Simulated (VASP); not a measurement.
# ZnS (F-43m) in VASP: further runs

The runs below take ZnS through single point, with LDA, r2SCAN.

Program: VASP 6.6.1. These are calculated values, not measurements. Logs are shortened: lines on timing, memory, paths and dates and some standing lists are left out, and cuts for length are marked.

**What was measured.**

From “Electronic, vibrational, and thermodynamic properties of ZnS (zincblende and rocksalt structure)”, 2009, arxiv:0911.5022, for a bulk crystal of ZnS at 19 K: band gap 3.85 eV (direct).

The results are compared with them further down.

## (1) The cell of the first run

Symmetry: F-43m, No. 216, cubic system. Conventional cell: a = 5.388 Å, b = 5.388 Å, c = 5.388 Å, α = 90.00°, β = 90.00°, γ = 90.00°. Within 3.1 Å of Zn (site symmetry -43m) lie 4 S at 2.33 Å. Within 3.1 Å of S (site symmetry -43m) lie 4 Zn at 2.33 Å.

## (2) Single point, LDA

The input, INCAR:

```
SYSTEM = ZnS
  PREC = Accurate
  ENCUT = 520
  EDIFF = 1E-6
  ISMEAR = 0
  SIGMA = 0.01
  LREAL = .FALSE.
  LASPH = .TRUE.
  NELM = 80
  ALGO = Normal
  ISIF = 2
  LWAVE = .FALSE.
  LCHARG = .FALSE.
  NBANDS = 16
```

The input, KPOINTS:

```
regular mesh
0
G
  8 8 8
  0 0 0
```

The input, POSCAR:

```
ZnS
1.0
    0.0000000000      2.6940955616      2.6940955616
    2.6940955616      0.0000000000      2.6940955616
    2.6940955616      2.6940955616      0.0000000000
Zn S
1 1
Direct
    0.2500000000      0.2500000000      0.2500000000
    0.0000000000      0.0000000000      0.0000000000
```

Potentials or basis: VASP PAW LDA potentials, release 64 (Zn, S).

Run with:

```console
$ cat potpaw_LDA.64/Zn/POTCAR potpaw_LDA.64/S/POTCAR > POTCAR
$ mpirun -np 1 vasp_std > vasp.out
```

OUTCAR:

```text
SYSTEM = ZnS
   PREC = Accurate
   ENCUT = 520
   EDIFF = 1E-6
   ISMEAR = 0
   LREAL = .FALSE.
   LASPH = .TRUE.
   NELM = 80
   ISIF = 2

 ion  position               nearest neighbor table
   1  0.250  0.250  0.250-   2 2.33   2 2.33   2 2.33   2 2.33
   2  0.000  0.000  0.000-   1 2.33   1 2.33   1 2.33   1 2.33

  LATTYP: Found a face centered cubic cell.
 ALAT       =     5.3881911232

  Lattice vectors:

 A1 = (   0.0000000000,   2.6940955616,   2.6940955616)
 A2 = (   2.6940955616,   0.0000000000,   2.6940955616)
 A3 = (   2.6940955616,   2.6940955616,   0.0000000000)

Analysis of symmetry for initial positions (statically):
=====================================================================
 Subroutine PRICEL returns:
 Original cell was already a primitive cell.

 Routine SETGRP: Setting up the symmetry group for a
 face centered cubic supercell.

 Subroutine GETGRP returns: Found 24 space group operations
 (whereof 24 operations were pure point group operations)
 out of a pool of 48 trial point group operations.

The static configuration has the point symmetry T_d .

Analysis of symmetry for dynamics (positions and initial velocities):
=====================================================================
 Subroutine PRICEL returns:
 Original cell was already a primitive cell.

 Routine SETGRP: Setting up the symmetry group for a
 face centered cubic supercell.

 Subroutine GETGRP returns: Found 24 space group operations
 (whereof 24 operations were pure point group operations)
 out of a pool of 48 trial point group operations.

The dynamic configuration has the point symmetry T_d .

 Subroutine INISYM returns: Found 24 space group operations
 (whereof 24 operations are pure point group operations),
 and found     1 'primitive' translations

----------------------------------------------------------------------------------------

                                     Primitive cell

  volume of cell :      39.1083

  direct lattice vectors                    reciprocal lattice vectors
     0.000000000  2.694095562  2.694095562    -0.185591041  0.185591041  0.185591041
     2.694095562  0.000000000  2.694095562     0.185591041 -0.185591041  0.185591041
     2.694095562  2.694095562  0.000000000     0.185591041  0.185591041 -0.185591041

  length of vectors
     3.810026482  3.810026482  3.810026482     0.321453113  0.321453113  0.321453113

  position of ions in fractional coordinates (direct lattice)
     0.250000000  0.250000000  0.250000000
     0.000000000  0.000000000  0.000000000

  ion indices of the primitive-cell ions
   primitive index   ion index
                 1           1
                 2           2

----------------------------------------------------------------------------------------

 KPOINTS: regular mesh

Automatic generation of k-mesh.
 Grid dimensions read from file:
 generate k-points for:    8    8    8

 Generating k-lattice:

  Cartesian coordinates                     Fractional coordinates (reciprocal lattice)
    -0.023198880  0.023198880  0.023198880     0.125000000  0.000000000  0.000000000
     0.023198880 -0.023198880  0.023198880     0.000000000  0.125000000  0.000000000
     0.023198880  0.023198880 -0.023198880     0.000000000  0.000000000  0.125000000

  Length of vectors
     0.040181639  0.040181639  0.040181639

  Shift w.r.t. Gamma in fractional coordinates (k-lattice)
     0.000000000  0.000000000  0.000000000

 Subroutine IBZKPT returns following result:
 ===========================================

 Found     29 irreducible k-points:

 Following reciprocal coordinates:
            Coordinates               Weight
  0.000000  0.000000  0.000000      1.000000
  0.125000  0.000000  0.000000      8.000000
  0.250000  0.000000  0.000000      8.000000
  0.375000  0.000000  0.000000      8.000000
  0.500000  0.000000  0.000000      4.000000
  0.125000  0.125000  0.000000      6.000000
[... 16 lines left out ...]
  0.500000  0.250000  0.125000     48.000000
 -0.375000  0.250000  0.125000     24.000000
 [... further k-points ...]
   k-points           NKPTS =     29   k-points in BZ     NKDIM =     29   number of bands    NBANDS=     16
   number of dos      NEDOS =    301   number of ions     NIONS =      2
   total plane-waves  NPLWV =  21952
   dimension x,y,z NGX =    28 NGY =   28 NGZ =   28
   dimension x,y,z NGXF=    56 NGYF=   56 NGZF=   56
   ions per type =               1   1
   NGX,Y,Z   is equivalent  to a cutoff of  12.22, 12.22, 12.22 a.u.
   NGXF,Y,Z  is equivalent  to a cutoff of  24.43, 24.43, 24.43 a.u.
 SYSTEM =  ZnS
   PREC   = accura    normal or accurate (medium, high low for compatibility)
   ISTART =      0    job   : 0-new  1-cont  2-samecut
   ICHARG =      2    charge: 1-file 2-atom 10-const
   ISPIN  =      1    spin polarized calculation?
   LNONCOLLINEAR =      F non collinear calculations
   LSORBIT =      F    spin-orbit coupling
   LASPH  =      T    aspherical Exc in radial PAW
   ENCUT  =  520.0 eV  38.22 Ry    6.18 a.u.   7.08  7.08  7.08*2*pi/ulx,y,z
   NELM   =     80;   NELMIN=  2; NELMDL= -5     # of ELM steps
   EDIFF  = 0.1E-05   stopping-criterion for ELM
   LREAL  =      F    real-space projection
[... 7 lines left out ...]
   TEBEG  =    0.0;   TEEND  =   0.0 temperature during run
   PSTRESS=    0.0 pullay stress
   NELECT =      18.0000    total number of electrons
   NUPDOWN=      -1.0000    fix difference up-down
   EMIN   =  10.00;   EMAX   =-10.00  energy-range for DOS
   EFERMI =   0.00;   METHOD = LEGACY
   ISMEAR =     0;   SIGMA  =   0.01  broadening in eV -4-tet -1-fermi 0-gaus
   EFERMI_NEDOS =   21; number of points for ismear=-14 and -15
   IALGO  =     38    algorithm
   IMIX   =      4    mixing-type and parameters
     AMIX     =   0.40;   BMIX     =  1.00
     AMIX_MAG =   1.60;   BMIX_MAG =  1.00
  volume/ion in A,a.u.               =      19.55       131.96
  Fermi-wavevector in a.u.,A,eV,Ry     =   1.263987  2.388589 21.737533  1.597664
  Thomas-Fermi vector in A             =   2.397316
   LORBIT       =      0    0 simple, 1 ext, 2 COOP (PROOUT), +10 PAW based schemes
   GGA     = CA    functional components
   LHFCALC =     F    Hartree Fock is set to
   AEXX    =    0.0000 exact exchange contribution
   IVDW    =     0    specifies the selected vdW correction
   LEPSILON=     F    determine dielectric tensor
   LRPA    =     F    only Hartree local field effects (RPA)
 non-spin polarized calculation
 Gauss-broadening in eV      SIGMA  =   0.01
  energy-cutoff  :      520.00
  volume of cell :       39.11
 maximum number of plane-waves:      1067
   NGX = 15   NGY = 15   NGZ = 15

 number of electron      18.0000006 magnetization

 Free energy of the ion-electron system (eV)
  ---------------------------------------------------
  ext. energy  EPLUGINS =         0.00000000
  ---------------------------------------------------
  free energy    TOTEN  =        -8.18541534 eV

  energy without entropy =       -8.18541534  energy(sigma->0) =       -8.18541534

 E-fermi :   2.0883     XC(G=0): -10.0792

 val. band max:        2.0086922516   @ k =   0.0000   0.0000   0.0000
 cond. band min:       3.9365960389   @ k =   0.0000   0.0000   0.0000
 fundamental gap:      1.9279037872
 Fermi energy:         2.0882554645

 k-point     1 :       0.0000    0.0000    0.0000
  band No.  band energies     occupation
      1     -11.1616      2.00000
      2      -4.5235      2.00000
      3      -4.5235      2.00000
      4      -4.5235      2.00000
      5      -4.0320      2.00000
      6      -4.0320      2.00000
[... 8 lines left out ...]
     15      13.7730      0.00000
     16      13.7730      0.00000

 k-point     2 :       0.1250    0.0000    0.0000
  band No.  band energies     occupation
      1     -11.0404      2.00000
      2      -4.5227      2.00000
      3      -4.5025      2.00000
      4      -4.5025      2.00000
      5      -4.0338      2.00000
      6      -4.0338      2.00000
[... 8 lines left out ...]
     15      13.1274      0.00000
     16      14.3806      0.00000

 k-point     3 :       0.2500    0.0000    0.0000
  band No.  band energies     occupation
      1     -10.7229      2.00000
      2      -4.4755      2.00000
      3      -4.4566      2.00000
      4      -4.4566      2.00000
      5      -4.0307      2.00000
      6      -4.0307      2.00000
[... 8 lines left out ...]
     15      12.9077      0.00000
     16      13.9296      0.00000

 k-point     4 :       0.3750    0.0000    0.0000
  band No.  band energies     occupation
      1     -10.3603      2.00000
      2      -4.4207      2.00000
      3      -4.4207      2.00000
      4      -4.2544      2.00000
      5      -4.0137      2.00000
      6      -4.0137      2.00000
[... 8 lines left out ...]
     15      14.0330      0.00000
     16      14.0330      0.00000

 k-point     5 :       0.5000    0.0000    0.0000
  band No.  band energies     occupation
      1     -10.1929      2.00000
      2      -4.4096      2.00000
      3      -4.4096      2.00000
      4      -4.0016      2.00000
      5      -4.0016      2.00000
      6      -3.8208      2.00000
[... 8 lines left out ...]
     15      15.4186      0.00000
     16      15.4186      0.00000

 k-point     6 :       0.1250    0.1250    0.0000
  band No.  band energies     occupation
      1     -11.0000      2.00000
      2      -4.5436      2.00000
      3      -4.4845      2.00000
      4      -4.4845      2.00000
      5      -4.0491      2.00000
      6      -4.0208      2.00000
[... 8 lines left out ...]
     15      13.9778      0.00000
     16      14.9111      0.00000
[... 267 lines left out ...]
 k-point    21 :       0.5000    0.5000    0.0000
  band No.  band energies     occupation
      1      -9.8671      2.00000
      2      -4.5500      2.00000
      3      -4.1824      2.00000
      4      -4.1824      2.00000
      5      -3.9555      2.00000
      6      -3.8052      2.00000
[... 8 lines left out ...]
     15      15.7810      0.00000
     16      16.5165      0.00000

 k-point    22 :       0.3750    0.2500    0.1250
  band No.  band energies     occupation
      1     -10.4735      2.00000
      2      -4.5004      2.00000
      3      -4.3922      2.00000
      4      -4.3640      2.00000
      5      -4.0552      2.00000
      6      -3.9933      2.00000
[... 8 lines left out ...]
     15      14.7567      0.00000
     16      16.9192      0.00000

 k-point    23 :       0.5000    0.2500    0.1250
  band No.  band energies     occupation
      1     -10.1701      2.00000
      2      -4.4125      2.00000
      3      -4.3620      2.00000
      4      -4.2192      2.00000
      5      -4.0142      2.00000
      6      -3.9539      2.00000
[... 8 lines left out ...]
     15      15.6480      0.00000
     16      16.3025      0.00000

 k-point    24 :      -0.3750    0.2500    0.1250
  band No.  band energies     occupation
      1     -10.0338      2.00000
      2      -4.3977      2.00000
      3      -4.3400      2.00000
      4      -4.0873      2.00000
      5      -4.0191      2.00000
      6      -3.7477      2.00000
[... 8 lines left out ...]
     15      15.3547      0.00000
     16      16.2297      0.00000

 [... further k-points ...]

------------------------ aborting loop because EDIFF is reached ----------------------------------------

  FORCE on cell =-STRESS in cart. coord.  units (eV):
  Direction    XX          YY          ZZ          XY          YZ          ZX
  --------------------------------------------------------------------------------------
  -------------------------------------------------------------------------------------
  Total       -0.9177994     -0.9177994     -0.9177994      0.0000000      0.0000000     -0.0000000
  in kB      -37.6001335    -37.6001335    -37.6001335      0.0000000      0.0000000     -0.0000000
  external PRESSURE =     -37.6001335 kB  Pullay stress =       0.0000000 kB

 VOLUME and BASIS-vectors are now :
 -----------------------------------------------------------------------------
  energy-cutoff  :      520.00
  volume of cell :       39.11
      direct lattice vectors                 reciprocal lattice vectors
     0.000000000  2.694095562  2.694095562    -0.185591041  0.185591041  0.185591041
     2.694095562  0.000000000  2.694095562     0.185591041 -0.185591041  0.185591041
     2.694095562  2.694095562  0.000000000     0.185591041  0.185591041 -0.185591041

 POSITION                                       TOTAL-FORCE (eV/Angst)
 -----------------------------------------------------------------------------------
      1.34705      1.34705      1.34705         0.000000      0.000000      0.000000
      0.00000      0.00000      0.00000        -0.000000     -0.000000     -0.000000
 -----------------------------------------------------------------------------------
    total drift:                               -0.000001     -0.000001     -0.000000

  FREE ENERGIE OF THE ION-ELECTRON SYSTEM (eV)
  ---------------------------------------------------
  free  energy   TOTEN  =        -8.1854153397 eV

  energy  without entropy=       -8.1854153397  energy(sigma->0) =       -8.18541534
```

Wall time 17 s (1 thread of AMD EPYC 7R13, shared host); peak memory 0.11 GiB.

What came out:

```yaml
Free_energy: -8.1854 eV
Pressure: -3.8 GPa
Band_gap_on_the_k_mesh: 1.93 eV
```

Levels at points of the mesh, in eV from the valence-band top:
| k point | band 6 | band 7 | band 8 | band 9 | band 10 | band 11 | band 12 | band 13 |
| --- | --- | --- | --- | --- | --- | --- | --- | --- |
| (0.00, 0.00, 0.00) | -6.04 | 0.00 | 0.00 | 0.00 | 1.93 | 6.25 | 6.25 | 6.25 |
| (0.50, 0.00, 0.00) | -5.83 | -5.44 | -0.89 | -0.89 | 3.13 | 6.79 | 6.79 | 8.66 |
| (0.50, 0.50, 0.00) | -5.81 | -4.70 | -2.28 | -2.28 | 3.17 | 3.90 | 10.78 | 11.84 |

Caveat: the cell stands under tension.

## (3) Single point, r2SCAN

POSCAR is that of step 2.

The input, INCAR.step1:

```
ALGO = Normal
EDIFF = 1E-4
ENCUT = 520
GGA = PE
ISMEAR = -1
LASPH = T
LCHARG = F
LREAL = F
LWAVE = T
NBANDS = 16
NELM = 100
PREC = Accurate
SIGMA = 0.02
```

The input, INCAR.step2:

```
ALGO = Normal
EDIFF = 1E-6
ENCUT = 520
ISIF = 2
ISMEAR = -1
ISTART = 1
LASPH = T
LCHARG = F
LMIXTAU = T
LREAL = F
LWAVE = F
METAGGA = R2SCAN
NBANDS = 16
NELM = 100
PREC = Accurate
SIGMA = 0.02
```

The input, KPOINTS:

```
k-points
0
Gamma
  8 8 8
```

Potentials or basis: VASP PAW PBE potentials, release 64 (Zn, S).

Run with:

```console
$ cat potpaw_PBE.64/Zn/POTCAR potpaw_PBE.64/S/POTCAR > POTCAR
$ cp INCAR.step1 INCAR
$ mpirun -np 1 vasp_std > vasp.out
$ cp INCAR.step2 INCAR
$ mpirun -np 1 vasp_std > vasp.out
```

Run time: 86 s. Hardware: 1 thread of AMD EPYC 7R13, shared host; peak memory 0.14 GiB.

It converged, with:

```
Free energy            : -18.8662 eV
Pressure               : 0.0 GPa
Band gap on the k mesh : 2.72 eV
```

Levels at points of the mesh, in eV from the valence-band top:
```tsv
k point	band 6	band 7	band 8	band 9	band 10	band 11	band 12	band 13
(0.00, 0.00, 0.00)	-5.98	0.00	0.00	0.00	2.72	6.90	6.90	6.90
(0.50, 0.00, 0.00)	-5.78	-5.46	-0.90	-0.90	3.83	7.39	7.39	9.45
(0.50, 0.50, 0.00)	-5.76	-4.65	-2.31	-2.31	3.71	4.48	11.83	12.89
```

Caveat: the PAW data sets were made with another functional, which shifts forces and pressure a little.

## (4) Single point, r2SCAN

POSCAR is that of step 3.

The input, INCAR.step1:

```
SYSTEM = ZnS
PREC = Accurate
ENCUT = 520
ISMEAR = 0
SIGMA = 0.01
LREAL = .False.
LASPH = .True.
NELM = 80
NBANDS = 16
GGA = PE
ALGO = Normal
EDIFF = 1E-4
LWAVE = .True.
LCHARG = .False.
```

The input, INCAR.step2:

```
SYSTEM = ZnS
PREC = Accurate
ENCUT = 520
EDIFF = 1E-6
ISMEAR = 0
SIGMA = 0.01
LREAL = .False.
LASPH = .True.
NELM = 80
ALGO = Normal
ISIF = 2
LWAVE = .False.
LCHARG = .False.
METAGGA = R2SCAN
LMIXTAU = .True.
NBANDS = 16
ISTART = 1
```

The input, KPOINTS:

```
regular mesh
0
Gamma
  8 8 8
  0 0 0
```

Run with:

```console
$ cat potpaw_PBE.64/Zn/POTCAR potpaw_PBE.64/S/POTCAR > POTCAR
$ cp INCAR.step1 INCAR
$ mpirun -np 1 vasp_std > vasp.out
$ cp INCAR.step2 INCAR
$ mpirun -np 1 vasp_std > vasp.out
```

It took 95 s on 1 thread of AMD EPYC 7R13, shared host; peak memory 0.14 GiB.

The run converged. Its results:

```yaml
Free_energy: -18.8662 eV
Pressure: 0.0 GPa
Band_gap_on_the_k_mesh: 2.72 eV
```

Levels at points of the mesh, in eV from the valence-band top:
```csv
k point,band 5,band 6,band 7,band 8,band 9,band 10,band 11,band 12,band 13,band 14
"(0.00, 0.00, 0.00)",-5.98,-5.98,0.00,0.00,0.00,2.72,6.90,6.90,6.90,12.31
"(0.50, 0.00, 0.00)",-5.95,-5.78,-5.46,-0.90,-0.90,3.83,7.39,7.39,9.45,12.91
"(0.50, 0.50, 0.00)",-5.90,-5.76,-4.65,-2.31,-2.31,3.71,4.48,11.83,12.89,12.89
```

Caveat: the PAW data sets were made with another functional, which shifts forces and pressure a little.

## (5) The runs side by side

```tsv
level	potentials or basis	smearing	gap on the mesh (eV)	pressure (GPa)
LDA	VASP PAW LDA potentials, release 64 (Zn, S)	gaussian 0.01 eV	1.93	-3.8
r2SCAN	VASP PAW PBE potentials, release 64 (Zn, S)	fermi-dirac 0.02 eV	2.72	0.0
r2SCAN	VASP PAW PBE potentials, release 64 (Zn, S)	gaussian 0.01 eV	2.72	0.0
```

Alike in all rows: task single point; no spin polarisation; cell as given; k mesh 8 × 8 × 8; cutoff (eV) 520.

Caveats: the PAW data sets were made with another functional, which shifts forces and pressure a little (at least some runs); the cell stands under tension (at least some runs).

Absolute energies hang on the potentials; compare differences alone.

## (6) Comparison with measurements

Step 3. Against the measured gap of ZnS, 3.85 eV (direct; 19 K; quoted in “Electronic, vibrational, and thermodynamic properties of ZnS (zincblende and rocksalt structure)”, 2009, arxiv:0911.5022), the calculated 2.72 eV is off by -1.13 eV. The value is that of r2SCAN, without temperature or zero-point motion.

Step 4. Against the measured gap of ZnS, 3.85 eV (direct; 19 K; quoted in “Electronic, vibrational, and thermodynamic properties of ZnS (zincblende and rocksalt structure)”, 2009, arxiv:0911.5022), the calculated 2.72 eV is off by -1.13 eV. The value is that of r2SCAN, without temperature or zero-point motion.
